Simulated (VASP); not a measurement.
# Al (Fm-3m) in VASP: settings compared, part 2 of 2

VASP 6.6.1.

## Step 3: Single point, PBE

Contents of INCAR:

```
PREC = Accurate
ENCUT = 500
EDIFF = 1E-6
ISMEAR = -1
SIGMA = 0.1
LREAL = F
LASPH = T
NELM = 120
ALGO = Normal
ISIF = 2
LWAVE = F
LCHARG = F
GGA = PE
NBANDS = 8
GGA_COMPAT = F
```

Contents of KPOINTS:

```
regular mesh
0
Gamma
  9 9 9
```

Contents of POSCAR:

```
Al
1.0
    0.0000000000      2.0194650000      2.0194650000
    2.0194650000      0.0000000000      2.0194650000
    2.0194650000      2.0194650000      0.0000000000
Al
1
Direct
    0.0000000000      0.0000000000      0.0000000000
```

Potentials or basis: VASP PAW PBE potentials, release 64 (Al).

The run is started by

```
$ cat potpaw_PBE.64/Al/POTCAR > POTCAR
$ mpirun -np 1 vasp_std > vasp.out
```

OUTCAR:

```text
PREC = Accurate
   ENCUT = 500
   EDIFF = 1E-6
   ISMEAR = -1
   LREAL = F
   LASPH = T
   NELM = 120
   ISIF = 2
   GGA = PE

 ion  position               nearest neighbor table
   1  0.000  0.000  0.000-

  LATTYP: Found a face centered cubic cell.
 ALAT       =     4.0389300000

  Lattice vectors:

 A1 = (   0.0000000000,   2.0194650000,   2.0194650000)
 A2 = (   2.0194650000,   0.0000000000,   2.0194650000)
 A3 = (   2.0194650000,   2.0194650000,   0.0000000000)

Analysis of symmetry for initial positions (statically):
=====================================================================
 Subroutine PRICEL returns:
 Original cell was already a primitive cell.

 Routine SETGRP: Setting up the symmetry group for a
 face centered cubic supercell.

 Subroutine GETGRP returns: Found 48 space group operations
 (whereof 48 operations were pure point group operations)
 out of a pool of 48 trial point group operations.

The static configuration has the point symmetry O_h .

Analysis of symmetry for dynamics (positions and initial velocities):
=====================================================================
 Subroutine PRICEL returns:
 Original cell was already a primitive cell.

 Routine SETGRP: Setting up the symmetry group for a
 face centered cubic supercell.

 Subroutine GETGRP returns: Found 48 space group operations
 (whereof 48 operations were pure point group operations)
 out of a pool of 48 trial point group operations.

The dynamic configuration has the point symmetry O_h .

 Subroutine INISYM returns: Found 48 space group operations
 (whereof 48 operations are pure point group operations),
 and found     1 'primitive' translations

----------------------------------------------------------------------------------------

                                     Primitive cell

[... 102 lines left out ...]
   EFERMI =   0.00;   METHOD = LEGACY
   ISMEAR =    -1;   SIGMA  =   0.10  broadening in eV -4-tet -1-fermi 0-gaus
   EFERMI_NEDOS =   21; number of points for ismear=-14 and -15
   IALGO  =     38    algorithm
   IMIX   =      4    mixing-type and parameters
     AMIX     =   0.40;   BMIX     =  1.00
     AMIX_MAG =   1.60;   BMIX_MAG =  1.00
  volume/ion in A,a.u.               =      16.47       111.16
  Fermi-wavevector in a.u.,A,eV,Ry     =   0.927974  1.753616 11.716451  0.861135
  Thomas-Fermi vector in A             =   2.054101
   LORBIT       =      0    0 simple, 1 ext, 2 COOP (PROOUT), +10 PAW based schemes
   GGA     = PE    functional components
   LHFCALC =     F    Hartree Fock is set to
   AEXX    =    0.0000 exact exchange contribution
   IVDW    =     0    specifies the selected vdW correction
   LEPSILON=     F    determine dielectric tensor
   LRPA    =     F    only Hartree local field effects (RPA)
 non-spin polarized calculation
  energy-cutoff  :      500.00
  volume of cell :       16.47
 maximum number of plane-waves:       432
 NGX is ok and might be reduce to    24
   NGX = 11   NGY = 11   NGZ = 11

 number of electron       3.0000000 magnetization

 Free energy of the ion-electron system (eV)
  ---------------------------------------------------
  ext. energy  EPLUGINS =         0.00000000
  ---------------------------------------------------
  free energy    TOTEN  =        -3.72526788 eV

  energy without entropy =       -3.70736459  energy(sigma->0) =       -3.71631624

 E-fermi :   7.9936     XC(G=0): -10.2023

 val. band max:        7.8831983316   @ k =   0.4444   0.4444   0.0000
 cond. band min:       8.0238966950   @ k =  -0.4444   0.3333   0.1111
 fundamental gap:      0.1406983633
 Fermi energy:         7.9935721701

 k-point     1 :       0.0000    0.0000    0.0000
  band No.  band energies     occupation
      1      -3.1277      2.00000
      2      20.6475      0.00000
      3      20.6475      0.00000
      4      20.6475      0.00000
      5      22.1525      0.00000
      6      22.1525      0.00000
      7      22.1525      0.00000
      8      24.4974      0.00000
[... 243 lines left out ...]
 k-point    24 :       0.4444    0.4444    0.0000
  band No.  band energies     occupation
      1       3.8189      2.00000
      2       7.8832      1.50192
      3      13.3877      0.00000
      4      13.7162      0.00000
      5      13.7162      0.00000
      6      17.2057      0.00000
      7      33.0330      0.00000
      8      34.5896      0.00000

 [... further k-points ...]
[... 5 lines left out ...]
  --------------------------------------------------------------------------------------
  -------------------------------------------------------------------------------------
  Total        0.0320891      0.0320891      0.0320891      0.0000000      0.0000000     -0.0000000
  in kB        3.1212502      3.1212502      3.1212502      0.0000000      0.0000000     -0.0000000
  external PRESSURE =       3.1212502 kB  Pullay stress =       0.0000000 kB

 VOLUME and BASIS-vectors are now :
 -----------------------------------------------------------------------------
  energy-cutoff  :      500.00
  volume of cell :       16.47
      direct lattice vectors                 reciprocal lattice vectors
     0.000000000  2.019465000  2.019465000    -0.247590327  0.247590327  0.247590327
     2.019465000  0.000000000  2.019465000     0.247590327 -0.247590327  0.247590327
     2.019465000  2.019465000  0.000000000     0.247590327  0.247590327 -0.247590327

 POSITION                                       TOTAL-FORCE (eV/Angst)
 -----------------------------------------------------------------------------------
      0.00000      0.00000      0.00000        -0.000000      0.000000     -0.000000
 -----------------------------------------------------------------------------------
    total drift:                                0.000000     -0.000000     -0.000000

  FREE ENERGIE OF THE ION-ELECTRON SYSTEM (eV)
  ---------------------------------------------------
  free  energy   TOTEN  =        -3.7252678842 eV

  energy  without entropy=       -3.7073645867  energy(sigma->0) =       -3.71631624
```

stdout:

```text
POSCAR found type information on POSCAR Al
 POSCAR found :  1 types and       1 ions
 scaLAPACK will be used
 LDA part: xc-table for (Slater+PW92), standard interpolation
 POSCAR, INCAR and KPOINTS ok, starting setup
 FFT: planning ... GRIDC
 FFT: planning ... GRID_SOFT
 FFT: planning ... GRID
 WAVECAR not read
 entering main loop
```

Run time: 5.2 s. Hardware: 1 thread of Intel Xeon 8259CL, shared host; peak memory 0.13 GiB.

Results:

```
Free energy : -3.7253 eV
Pressure    : 0.3 GPa
```

## Step 4: Single point, LDA

Contents of INCAR:

```
SYSTEM = Al
PREC     = Accurate       ! precision mode
ENCUT    = 500            ! plane-wave cutoff, eV
EDIFF    = 1E-6           ! SCF threshold, eV
ISMEAR   = -1             ! smearing method
SIGMA    = 0.1            ! smearing width, eV
LREAL    = .False.        ! projectors in reciprocal space
LASPH    = .True.         ! aspherical terms in the spheres
NELM     = 120            ! most SCF steps
ALGO     = Normal         ! electronic algorithm
ISIF     = 2              ! what is computed and relaxed
LWAVE    = .False.        ! write WAVECAR
LCHARG   = .False.        ! write CHGCAR
NBANDS   = 8              ! bands
GGA_COMPAT= .False.
```

Contents of KPOINTS:

```
Automatic mesh
0
Gamma
  9 9 9
  0 0 0
```

POSCAR is that of step 3.

Potentials or basis: VASP PAW LDA potentials, release 64 (Al).

The run is started by

```
$ cat potpaw_LDA.64/Al/POTCAR > POTCAR
$ mpirun -np 1 vasp_std > vasp.out
```

Wall time 4.2 s (1 thread of Intel Xeon 8259CL, shared host); peak memory 0.12 GiB.

It converged, with:

```yaml
Free_energy: -4.1646 eV
Pressure: -2.9 GPa
```

Levels at points of the mesh, in eV from the Fermi level:
| k point | band 1 | band 2 | band 3 | band 4 | band 5 |
| --- | --- | --- | --- | --- | --- |
| (0.00, 0.00, 0.00) | -11.08 | 12.61 | 12.61 | 12.61 | 13.94 |

## Step 5: Single point, PBE

Contents of INCAR:

```
SYSTEM = Al
ALGO = Normal
EDIFF = 1E-6
ENCUT = 500
GGA = PE
GGA_COMPAT = .False.
ISIF = 2
ISMEAR = -1
LASPH = .True.
LCHARG = .False.
LREAL = .False.
LWAVE = .False.
NBANDS = 8
NELM = 120
PREC = Accurate
SIGMA = 0.1
```

Contents of KPOINTS:

```
k-points
0
Gamma
  9 9 9
  0 0 0
```

POSCAR is that of step 4.

Potentials or basis: VASP PAW PBE potentials, release 64 (Al).

The run is started by

```
$ cat potpaw_PBE.64/Al/POTCAR > POTCAR
$ mpirun -np 1 vasp_std > vasp.out
```

It took 4.8 s on 1 thread of Intel Xeon 8259CL, shared host; peak memory 0.13 GiB.

It converged, with:

| Quantity | Value |
| --- | --- |
| Free energy | -3.7253 eV |
| Pressure | 0.3 GPa |

Levels at points of the mesh, in eV from the Fermi level:
| k point | band 1 | band 2 | band 3 | band 4 | band 5 | band 6 |
| --- | --- | --- | --- | --- | --- | --- |
| (0.00, 0.00, 0.00) | -11.12 | 12.65 | 12.65 | 12.65 | 14.16 | 14.16 |

## Step 6: Single point, LDA

Contents of INCAR:

```
ALGO = Normal ; EDIFF = 1E-6
ENCUT = 500 ; GGA_COMPAT = False
ISIF = 2 ; ISMEAR = -1
LASPH = True ; LCHARG = True
LELF = True ; LREAL = False
LVHAR = True ; LWAVE = False
NBANDS = 8 ; NELM = 120
PREC = Accurate ; SIGMA = 0.1
```

Contents of KPOINTS:

```
k-points
0
Gamma
  9 9 9
```

POSCAR is that of step 5.

Potentials or basis: VASP PAW LDA potentials, release 64 (Al).

The run is started by

```
$ cat potpaw_LDA.64/Al/POTCAR > POTCAR
$ mpirun -np 1 vasp_std > vasp.out
```

Run time: 4.9 s. Hardware: 1 thread of Intel Xeon 8259CL, shared host; peak memory 0.12 GiB.

Results (log left out):

- Free energy: -4.1646 eV
- Pressure: -2.9 GPa

Levels at points of the mesh, in eV from the Fermi level:
```csv
k point,band 1,band 2,band 3,band 4
"(0.00, 0.00, 0.00)",-11.08,12.61,12.61,12.61
```
